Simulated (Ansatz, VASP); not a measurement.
# BP: VASP beside Ansatz

Contents of INCAR:

```
SYSTEM = BP
ALGO = Normal
EDIFF = 1E-6
ENCUT = 500
GGA = PE
GGA_COMPAT = .FALSE.
ISIF = 2
ISMEAR = 0
LASPH = .TRUE.
LCHARG = .FALSE.
LREAL = .FALSE.
LWAVE = .FALSE.
NBANDS = 11
NELM = 120
PREC = Accurate
SIGMA = 0.026000000000000002
```

File KPOINTS:

```
k-points
0
G
  10 10 10
  0 0 0
```

Contents of POSCAR:

```
BP
1.0
    0.0000000000      2.2690000000      2.2690000000
    2.2690000000      0.0000000000      2.2690000000
    2.2690000000      2.2690000000      0.0000000000
P B
1 1
Direct
    0.7500000000      0.7500000000      0.7500000000
    0.0000000000      0.0000000000      0.0000000000
```

input.yaml

```yaml
crystal:
  lattice:
    - [0.0, 2.269, 2.269]
    - [2.269, 0.0, 2.269]
    - [2.269, 2.269, 0.0]
  atoms:
    - { symbol: P, position: [0.75, 0.75, 0.75] }
    - { symbol: B, position: [0.0, 0.0, 0.0] }
hamiltonian:
  xc: pbe
  pseudopotentials: { kind: paw }
kpoints:
  mp_grid: { grid: [10, 10, 10] }
scf:
  occupations: { method: gaussian, width: 0.026 }
output:
  forces: true
  stress: true
  eigenvalues: true
```

Alike in both runs: task single point; functional PBE; k mesh 10 × 10 × 10; occupations gaussian, width 0.026 eV; no spin polarisation.

|  | VASP | Ansatz |
| --- | --- | --- |
| version | VASP 6.6.1 | Ansatz 0.2.0 |
| potentials or method | VASP PAW PBE potentials, release 64 (P, B) | Ansatz PAW |
| plane-wave cutoff (eV) | 500 | 420 |
| valence electrons in the cell | 8 | 8 |

```csv
,VASP,Ansatz,Ansatz less VASP
gap on the k mesh at the Fermi level (eV),1.24,1.24,+0.004
least direct gap on the mesh (eV),3.40,3.40,+0.003
pressure (GPa),0.9,1.1,+0.23
```

The functional is the same, so the differences come from potentials, cutoffs and numerics.
